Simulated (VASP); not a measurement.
Runs of VASP 6.6.1 on C. The cells are those of the table. 

| cell | gap on the mesh (eV) | pressure (GPa) | largest force (eV/Å) |
| --- | --- | --- | --- |
| a = 3.650, b = 2.465, c = 10.803 Å, angles 104.3, 75.9, 90.0°, 10 atoms | none | 0.7 | 2.58 |
| a = 3.650, b = 2.465, c = 10.288 Å, angles 102.7, 78.6, 90.0°, 10 atoms | none | 0.4 | 2.06 |
| a = 3.650, b = 2.465, c = 10.575 Å, angles 102.3, 78.9, 90.0°, 10 atoms | none | -1.4 | (c) |
| a = 3.650, b = 2.465, c = 10.715 Å, angles 98.8, 84.0, 90.0°, 10 atoms | none | -6.7 | 2.99 |
| a = 3.650, b = 2.465, c = 10.522 Å, angles 104.7, 75.5, 90.0°, 10 atoms | none | 4.4 | 3.49 |
| a = 3.650, b = 2.465, c = 10.189 Å, angles 101.6, 80.2, 90.0°, 10 atoms | none | -1.9 | 2.87 |
| a = 3.650, b = 2.465, c = 10.479 Å, angles 101.3, 80.5, 90.0°, 10 atoms | none | -3.2 | (a) |
| a = 3.650, b = 2.465, c = 10.529 Å, angles 107.0, 72.0, 90.0°, 10 atoms | none | 22.2 | 14.92 |
| a = 3.650, b = 2.465, c = 10.656 Å, angles 105.7, 74.0, 90.0°, 10 atoms | none | 4.9 | 5.84 |
| a = 3.650, b = 2.465, c = 10.933 Å, angles 105.2, 74.4, 90.0°, 10 atoms | none | (b) | 4.96 |
| a = 3.650, b = 2.465, c = 10.866 Å, angles 100.9, 80.8, 90.0°, 10 atoms | none | -3.3 | (d) |

Alike in all rows: task single point; level PBE+D3(BJ); potentials or basis VASP PAW PBE potentials, release 64 (C); no spin polarisation; k mesh 7 × 11 × 3; cutoff (eV) 520; smearing gaussian 0.05 eV.

Question: Fill in the values left out.

Answer: (a) 1.95; (b) -0.2; (c) 1.61; (d) 2.38.

Caveats: pairwise dispersion overbinds metals, which lowers pressure and volume; forces of over 1 eV/Å act on the atoms, so gaps and moduli don't describe the material at rest.

A gap of «none» marks levels without a gap at the run's occupations.
